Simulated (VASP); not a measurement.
# Sb in VASP: density of states with PBE

Aim: the density of states of Sb with PBE.

All numbers are computed with VASP 6.6.1; they aren't measurements. Logs are shortened: lines on timing, memory, paths and dates and some standing lists are left out, and cuts for length are marked.

### 1 The cell of the first run

The cell holds a slab with vacuum, 4 atoms: a = 3.160 Å, b = 3.160 Å, c = 24.480 Å, α = 90.00°, β = 90.00°, γ = 90.00°.

### 2 Density of states, PBE

Input file POSCAR:

```
Sb
1.0
    3.1600000000      0.0000000000      0.0000000000
    0.0000000000      3.1600000000      0.0000000000
    0.0000000000      0.0000000000     24.4800000000
Sb
4
Direct
    0.0000000000      0.0000000000      0.3063725490
    0.0000000000      0.0000000000      0.4354575163
    0.0000000000      0.0000000000      0.5645424837
    0.0000000000      0.0000000000      0.6936274510
```

Input file INCAR.step1:

```
PREC     = Accurate       # precision mode
ENCUT    = 520            # plane-wave cutoff, eV
EDIFF    = 1E-7           # SCF threshold, eV
ISMEAR   = -1             # smearing method
SIGMA    = 0.05           # smearing width, eV
LREAL    = F              # projectors in reciprocal space
LASPH    = T              # aspherical terms in the spheres
NELM     = 100            # most SCF steps
ALGO     = Normal         # electronic algorithm
ISIF     = 2              # what is computed and relaxed
LWAVE    = F              # write WAVECAR
LCHARG   = T              # write CHGCAR
GGA      = PE             # functional
NBANDS   = 18             # bands
```

Input file KPOINTS.step1:

```
Automatic mesh
0
Gamma
  8 8 1
```

Input file INCAR.step2:

```
PREC     = Accurate       # precision mode
ENCUT    = 520            # plane-wave cutoff, eV
EDIFF    = 1E-7           # SCF threshold, eV
ISMEAR   = -5             # smearing method
SIGMA    = 0.05           # smearing width, eV
LREAL    = F              # projectors in reciprocal space
LASPH    = T              # aspherical terms in the spheres
NELM     = 100            # most SCF steps
ALGO     = Normal         # electronic algorithm
ISIF     = 2              # what is computed and relaxed
LWAVE    = F              # write WAVECAR
LCHARG   = F              # write CHGCAR
GGA      = PE             # functional
LORBIT   = 10             # projections on sites
NEDOS    = 2001           # points of the DOS
ICHARG   = 11             # starting density
```

Input file KPOINTS.step2:

```
Automatic mesh
0
Gamma
  12 12 1
```

Potentials or basis: VASP PAW PBE potentials, release 64 (Sb).

On the command line:

```console
> cat potpaw_PBE.64/Sb/POTCAR > POTCAR
> cp INCAR.step1 INCAR
> cp KPOINTS.step1 KPOINTS
> mpirun -np 1 vasp_std > vasp.out
> cp INCAR.step2 INCAR
> cp KPOINTS.step2 KPOINTS
> mpirun -np 1 vasp_std > vasp.out
```

OUTCAR:

```text
PREC = Accurate
   ENCUT = 520
   EDIFF = 1E-7
   ISMEAR = -5
   LREAL = F
   LASPH = T
   NELM = 100
   ISIF = 2
   GGA = PE
   LORBIT = 10
   ICHARG = 11

 ion  position               nearest neighbor table
   1  0.000  0.000  0.306-   2 3.16
   2  0.000  0.000  0.435-   1 3.16   3 3.16
   3  0.000  0.000  0.565-   4 3.16   2 3.16
   4  0.000  0.000  0.694-   3 3.16

  LATTYP: Found a simple tetragonal cell.
 ALAT       =     3.1600000000
 C/A-ratio  =     7.7468354430

  Lattice vectors:

 A1 = (   3.1600000000,   0.0000000000,   0.0000000000)
 A2 = (   0.0000000000,   3.1600000000,   0.0000000000)
 A3 = (   0.0000000000,   0.0000000000,  24.4800000000)

Analysis of symmetry for initial positions (statically):
=====================================================================
 Subroutine PRICEL returns:
 Original cell was already a primitive cell.

 Routine SETGRP: Setting up the symmetry group for a
 simple tetragonal supercell.

 Subroutine GETGRP returns: Found 16 space group operations
 (whereof 16 operations were pure point group operations)
 out of a pool of 16 trial point group operations.

The static configuration has the point symmetry D_4h.

Analysis of symmetry for dynamics (positions and initial velocities):
=====================================================================
 Subroutine PRICEL returns:
 Original cell was already a primitive cell.

 Routine SETGRP: Setting up the symmetry group for a
 simple tetragonal supercell.

 Subroutine GETGRP returns: Found 16 space group operations
 (whereof 16 operations were pure point group operations)
 out of a pool of 16 trial point group operations.

The dynamic configuration has the point symmetry D_4h.

 Subroutine INISYM returns: Found 16 space group operations
 (whereof 16 operations are pure point group operations),
 and found     1 'primitive' translations

----------------------------------------------------------------------------------------

                                     Primitive cell

  volume of cell :     244.4475

  direct lattice vectors                    reciprocal lattice vectors
     3.160000000  0.000000000  0.000000000     0.316455696  0.000000000  0.000000000
     0.000000000  3.160000000  0.000000000     0.000000000  0.316455696  0.000000000
     0.000000000  0.000000000 24.480000000     0.000000000  0.000000000  0.040849673

  length of vectors
     3.160000000  3.160000000 24.480000000     0.316455696  0.316455696  0.040849673

  position of ions in fractional coordinates (direct lattice)
     0.000000000  0.000000000  0.306372549
     0.000000000  0.000000000  0.435457516
     0.000000000  0.000000000  0.564542484
     0.000000000  0.000000000  0.693627451

  ion indices of the primitive-cell ions
   primitive index   ion index
                 1           1
                 2           2
                 3           3
                 4           4

----------------------------------------------------------------------------------------

 KPOINTS: Automatic mesh

Automatic generation of k-mesh.
 Grid dimensions read from file:
 generate k-points for:   12   12    1

 Generating k-lattice:

  Cartesian coordinates                     Fractional coordinates (reciprocal lattice)
     0.026371308  0.000000000  0.000000000     0.083333333  0.000000000  0.000000000
     0.000000000  0.026371308  0.000000000     0.000000000  0.083333333  0.000000000
     0.000000000  0.000000000  0.040849673     0.000000000  0.000000000  1.000000000

  Length of vectors
     0.026371308  0.026371308  0.040849673

  Shift w.r.t. Gamma in fractional coordinates (k-lattice)
     0.000000000  0.000000000  0.000000000

 TETIRR: Found    222 inequivalent tetrahedra from      864

 Subroutine IBZKPT returns following result:
 ===========================================

 Found     28 irreducible k-points:

 Following reciprocal coordinates:
            Coordinates               Weight
  0.000000  0.000000  0.000000      1.000000
  0.083333  0.000000  0.000000      4.000000
  0.166667  0.000000  0.000000      4.000000
  0.250000  0.000000  0.000000      4.000000
  0.333333  0.000000  0.000000      4.000000
  0.416667  0.000000  0.000000      4.000000
[... 16 lines left out ...]
  0.333333  0.333333  0.000000      4.000000
  0.416667  0.333333  0.000000      8.000000
 [... further k-points ...]
   k-points           NKPTS =     28   k-points in BZ     NKDIM =     28   number of bands    NBANDS=     14
   number of dos      NEDOS =   2001   number of ions     NIONS =      4
   total plane-waves  NPLWV = 110592
   dimension x,y,z NGX =    24 NGY =   24 NGZ =  192
   dimension x,y,z NGXF=    48 NGYF=   48 NGZF=  384
   ions per type =               4
   NGX,Y,Z   is equivalent  to a cutoff of  12.63, 12.63, 13.04 a.u.
   NGXF,Y,Z  is equivalent  to a cutoff of  25.25, 25.25, 26.08 a.u.
 SYSTEM =  unknown system
   PREC   = accura    normal or accurate (medium, high low for compatibility)
   ISTART =      0    job   : 0-new  1-cont  2-samecut
   ICHARG =     11    charge: 1-file 2-atom 10-const
   ISPIN  =      1    spin polarized calculation?
   LNONCOLLINEAR =      F non collinear calculations
   LSORBIT =      F    spin-orbit coupling
   LASPH  =      T    aspherical Exc in radial PAW
   ENCUT  =  520.0 eV  38.22 Ry    6.18 a.u.   5.88  5.88 45.52*2*pi/ulx,y,z
   NELM   =    100;   NELMIN=  2; NELMDL=  0     # of ELM steps
   EDIFF  = 0.1E-06   stopping-criterion for ELM
   LREAL  =      F    real-space projection
   EDIFFG = 0.1E-05   stopping-criterion for IOM
   NSW    =      0    number of steps for IOM
   IBRION =     -1    ionic relax: 0-MD 1-quasi-New 2-CG
   NFREE  =      0    steps in history (QN), initial steepest desc. (CG)
   ISIF   =      2    stress and relaxation
   ISYM   =      2    0-nonsym 1-usesym 2-fastsym
   POTIM  = 0.5000    time-step for ionic-motion
   TEBEG  =    0.0;   TEEND  =   0.0 temperature during run
   PSTRESS=    0.0 pullay stress
   NELECT =      20.0000    total number of electrons
   NUPDOWN=      -1.0000    fix difference up-down
   EMIN   =  10.00;   EMAX   =-10.00  energy-range for DOS
   EFERMI =   0.00;   METHOD = LEGACY
   ISMEAR =    -5;   SIGMA  =   0.05  broadening in eV -4-tet -1-fermi 0-gaus
   EFERMI_NEDOS =   21; number of points for ismear=-14 and -15
   IALGO  =     38    algorithm
   IMIX   =      4    mixing-type and parameters
     AMIX     =   0.40;   BMIX     =  1.00
     AMIX_MAG =   1.60;   BMIX_MAG =  1.00
  volume/ion in A,a.u.               =      61.11       412.40
  Fermi-wavevector in a.u.,A,eV,Ry     =   0.710705  1.343039  6.872333  0.505102
  Thomas-Fermi vector in A             =   1.797623
   LORBIT       =     10    0 simple, 1 ext, 2 COOP (PROOUT), +10 PAW based schemes
   GGA     = PE    functional components
   LHFCALC =     F    Hartree Fock is set to
   AEXX    =    0.0000 exact exchange contribution
   IVDW    =     0    specifies the selected vdW correction
   LEPSILON=     F    determine dielectric tensor
   LRPA    =     F    only Hartree local field effects (RPA)
 non-spin polarized calculation
 Fermi weights with tetrahedron method with Bloechl corrections
  energy-cutoff  :      520.00
  volume of cell :      244.45
 maximum number of plane-waves:      6680
 NGX is ok and might be reduce to    24

 number of electron      20.0000002 magnetization

 Free energy of the ion-electron system (eV)
  ---------------------------------------------------
  ext. energy  EPLUGINS =         0.00000000
  ---------------------------------------------------
  free energy    TOTEN  =       -15.93572192 eV

  energy without entropy =      -15.93572192  energy(sigma->0) =      -15.93572192

 E-fermi :   1.2642     XC(G=0):  -5.3949

 val. band max:        1.2078702501   @ k =   0.4167   0.3333   0.0000
 cond. band min:       1.1916686065   @ k =   0.3333   0.3333   0.0000
 fundamental gap:     -0.0162016436
 Fermi energy:         1.2642204417

 k-point     1 :       0.0000    0.0000    0.0000
  band No.  band energies     occupation
      1     -10.5767      2.00000
      2     -10.0574      2.00000
      3      -9.3714      2.00000
      4      -8.7676      2.00000
      5      -3.3384      2.00000
      6      -1.7681      2.00000
      7       0.2803      2.00000
      8       2.5434      0.00000
      9       4.5051      0.00000
     10       4.5051      0.00000
     11       4.9694      0.00000
     12       4.9787      0.00000
     13       4.9787      0.00000
     14       5.3877      0.00000

 k-point     2 :       0.0833    0.0000    0.0000
  band No.  band energies     occupation
      1     -10.4819      2.00000
      2      -9.9624      2.00000
      3      -9.2759      2.00000
      4      -8.6715      2.00000
      5      -3.2471      2.00000
      6      -1.6754      2.00000
      7       0.3740      2.00000
      8       2.6373      0.00000
      9       3.3780      0.00000
     10       3.8642      0.00000
     11       4.4690      0.00000
     12       4.5970      0.00000
     13       4.9624      0.00000
     14       5.0732      0.00000
[... 343 lines left out ...]
      1      -7.7743      2.00000
      2      -7.2401      2.00000
      3      -6.5245      2.00000
      4      -5.8836      2.00000
      5      -0.9781      2.00000
      6      -0.8287      2.00000
      7      -0.6329      2.00000
      8      -0.5166      2.00000
      9      -0.1752      2.00000
     10       0.0517      2.00000
     11       0.5009      2.02309
     12       0.5681      2.16651
     13       0.8503      1.48308
     14       1.1917      0.22021

 k-point    24 :       0.4167    0.3333    0.0000
  band No.  band energies     occupation
      1      -7.1944      2.00000
      2      -6.6528      2.00000
      3      -5.9218      2.00000
      4      -5.2592      2.00000
      5      -2.0633      2.00000
      6      -1.5952      2.00000
      7      -1.0164      2.00000
      8      -0.5297      2.00000
      9      -0.3675      2.00000
     10      -0.3150      2.00000
     11       0.1341      2.08838
     12       0.8134      1.87161
     13       1.2079      1.17303
     14       1.4877     -0.00184

 [... further k-points ...]
[... 5 lines left out ...]
  --------------------------------------------------------------------------------------
  -------------------------------------------------------------------------------------
  Total       -2.5726318     -2.5726318     -3.6723494      0.0000000      0.0000000      0.0000000
  in kB      -16.8617497    -16.8617497    -24.0696073      0.0000000      0.0000000      0.0000000
  external PRESSURE =     -19.2643689 kB  Pullay stress =       0.0000000 kB

 VOLUME and BASIS-vectors are now :
 -----------------------------------------------------------------------------
  energy-cutoff  :      520.00
  volume of cell :      244.45
      direct lattice vectors                 reciprocal lattice vectors
     3.160000000  0.000000000  0.000000000     0.316455696  0.000000000  0.000000000
     0.000000000  3.160000000  0.000000000     0.000000000  0.316455696  0.000000000
     0.000000000  0.000000000 24.480000000     0.000000000  0.000000000  0.040849673

 POSITION                                       TOTAL-FORCE (eV/Angst)
 -----------------------------------------------------------------------------------
      0.00000      0.00000      7.50000        -0.000000     -0.000000      0.468155
      0.00000      0.00000     10.66000         0.000000      0.000000     -0.385111
      0.00000      0.00000     13.82000        -0.000000      0.000000      0.385111
      0.00000      0.00000     16.98000        -0.000000     -0.000000     -0.468155
 -----------------------------------------------------------------------------------
    total drift:                               -0.000000     -0.000000     -0.000000

  FREE ENERGIE OF THE ION-ELECTRON SYSTEM (eV)
  ---------------------------------------------------
  free  energy   TOTEN  =       -15.9357219196 eV

  energy  without entropy=      -15.9357219196  energy(sigma->0) =      -15.93572192

 total charge

# of ion       s       p       d       tot
------------------------------------------
    1        1.222   1.090   0.023   2.336
    2        1.214   1.086   0.032   2.331
    3        1.214   1.086   0.032   2.331
    4        1.222   1.090   0.023   2.336
--------------------------------------------------
tot          4.872   4.352   0.110   9.334
```

Wall time 2.8 min (1 thread of Intel Xeon Platinum 8259CL at 2.50GHz (Skylake/Cascade Lake), shared host); peak memory 0.32 GiB.

What came out:

```yaml
Valence_electrons_inside_the_program's_atomic_spheres: Sb 2.34, 2.33
```

Caveat: the bands computed are all filled at some k points, so no gap is given; spin-orbit coupling is left out, which moves the levels of the heavy elements.
